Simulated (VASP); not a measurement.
Mg2O5 (cubic X2O5 type): single point with PBE

Crystal: Mg2O5 (cubic X2O5 type).

```
CELL_PARAMETERS angstrom
5.14405 0.00000 0.00000
0.00000 5.14405 0.00000
0.00000 0.00000 5.14405
ATOMIC_POSITIONS crystal
Mg 0.00000 0.00000 0.00000
Mg 0.50000 0.50000 0.00000
Mg 0.50000 0.00000 0.50000
Mg 0.00000 0.50000 0.50000
O 0.50000 0.00000 0.00000
O 0.00000 0.50000 0.00000
O 0.00000 0.00000 0.50000
O 0.50000 0.50000 0.50000
O 0.75000 0.75000 0.25000
O 0.75000 0.25000 0.75000
O 0.25000 0.75000 0.75000
O 0.75000 0.25000 0.25000
O 0.25000 0.75000 0.25000
O 0.25000 0.25000 0.75000
```

```json
{"Program": "VASP 6.6.1", "Task": "single point", "Functional": "PBE", "Potentials or basis": "VASP PAW PBE potentials, release 64 (Mg, O)", "Cutoff": "520 eV", "k mesh": "11 × 11 × 11", "Occupations": "fermi-dirac, width 0.0612256 eV", "Spin": "no spin polarisation"}
```

```
Pressure               : 1.8 GPa
Band gap on the k mesh : zero (bands 34 and 35 overlap by 0.29 eV)
```

Levels at points of the mesh, in eV from the Fermi level:
| k point | band 30 | band 31 | band 32 | band 33 | band 34 | band 35 | band 36 | band 37 | band 38 | band 39 |
| --- | --- | --- | --- | --- | --- | --- | --- | --- | --- | --- |
| (0.00, 0.00, 0.00) | -0.58 | -0.58 | -0.09 | -0.09 | -0.09 | 0.30 | 0.30 | 0.30 | 0.40 | 0.40 |

Run time: 11 min on 1 thread of Oxide Virtual Turin-like Processor (shared host), peak memory 0.36 GiB.

Caveat: semilocal functionals underestimate gaps, and a narrow one can read as zero.
